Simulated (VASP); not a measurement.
Set up this calculation in VASP 6.6.1, as the native input.

```yaml
Task: single point
Functional: PBEsol
Potentials_or_basis: VASP PAW PBE potentials, release 64 (Al)
Cutoff: 520 eV
k_mesh: 18 × 18 × 18
Occupations: gaussian, width 0.1 eV
Spin: no spin polarisation
Dipole_correction: no
Further_INCAR_settings: ALGO = Normal; EDIFF = 1e-06; NBANDS = 8
```

The structure of Al lies in POSCAR:

```
Al
1.0
   -1.6063180831      1.6063180831      1.6063180831
    1.6063180831     -1.6063180831      1.6063180831
    1.6063180831      1.6063180831     -1.6063180831
Al
1
Direct
    0.0000000000      0.0000000000      0.0000000000
```

These files were run (other wordings do the same):

INCAR

```
  PREC = Accurate
  ENCUT = 520
  EDIFF = 1E-6
  ISMEAR = 0
  SIGMA = 0.1
  LREAL = False
  LASPH = True
  NELM = 60
  ALGO = Normal
  ISIF = 2
  LWAVE = False
  LCHARG = False
  GGA = PS
  NBANDS = 8
```

KPOINTS

```
regular mesh
0
Gamma
  18 18 18
```

Potentials or basis: VASP PAW PBE potentials, release 64 (Al).

Launch:

```console
$ cat potpaw_PBE.64/Al/POTCAR > POTCAR
$ mpirun -np 1 vasp_std > vasp.out
```

It gave:

```yaml
Pressure: 0.1 GPa
```

Caveat: the PAW data sets were made with another functional, which shifts forces and pressure a little.

Wall time 11 s on 1 thread of Intel Xeon 6975P-C (shared host), peak memory 0.14 GiB.
